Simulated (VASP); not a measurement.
Write the native input for VASP 6.6.1 that does the following.

- Task: single point
- Functional: PBE
- Potentials or basis: VASP PAW PBE potentials, release 64 (Si, Ge_d, N)
- Cutoff: 520 eV
- k mesh: 4 × 4 × 6
- Occupations: gaussian, width 0.1 eV
- Spin: no spin polarisation
- Dipole correction: no
- Further INCAR settings: ALGO = Normal; EDIFF = 1e-07; NBANDS = 53

The structure of SiGe2N2 lies in POSCAR:

```
SiGe2N2
1.0
    6.6097254578      0.0000000000      0.0000000000
    0.0000000000      6.6097254578      0.0000000000
    0.0000000000      0.0000000000      3.2964091630
Si Ge N
2 4 4
Direct
    0.0000000000      0.0000000000      0.0000000000
    0.5000000000      0.5000000000      0.0000000000
    0.3405670948      0.8405670948      0.5000000000
    0.1594329052      0.3405670948      0.5000000000
    0.6594329052      0.1594329052      0.5000000000
    0.8405670948      0.6594329052      0.5000000000
    0.1352994502      0.6352994502      0.5000000000
    0.3647005498      0.1352994502      0.5000000000
    0.8647005498      0.3647005498      0.5000000000
    0.6352994502      0.8647005498      0.5000000000
```

One way to write it, as run:

INCAR

```
PREC = Accurate
ENCUT = 520
EDIFF = 1E-7
ISMEAR = 0
SIGMA = 0.1
LREAL = False
LASPH = True
NELM = 60
ALGO = Normal
ISIF = 2
LWAVE = False
LCHARG = False
GGA = PE
NBANDS = 53
```

KPOINTS

```
regular mesh
0
Gamma
  4 4 6
```

Potentials or basis: VASP PAW PBE potentials, release 64 (Si, Ge_d, N).

Command:

```console
$ cat potpaw_PBE.64/Si/POTCAR potpaw_PBE.64/Ge_d/POTCAR potpaw_PBE.64/N/POTCAR > POTCAR
$ mpirun -np 1 vasp_std > vasp.out
```

Results of the run:

- Pressure: -0.2 GPa
- Largest force: 0.012 eV/Å
- Band gap on the k mesh: zero (band 42 reaches 7.46 eV, above the bottom of band 43 at 5.80 eV)

Run time: 100 s on 1 thread of Intel(R) Xeon(R) 6975P-C (Granite Rapids), with other jobs on the host, peak memory 0.33 GiB.
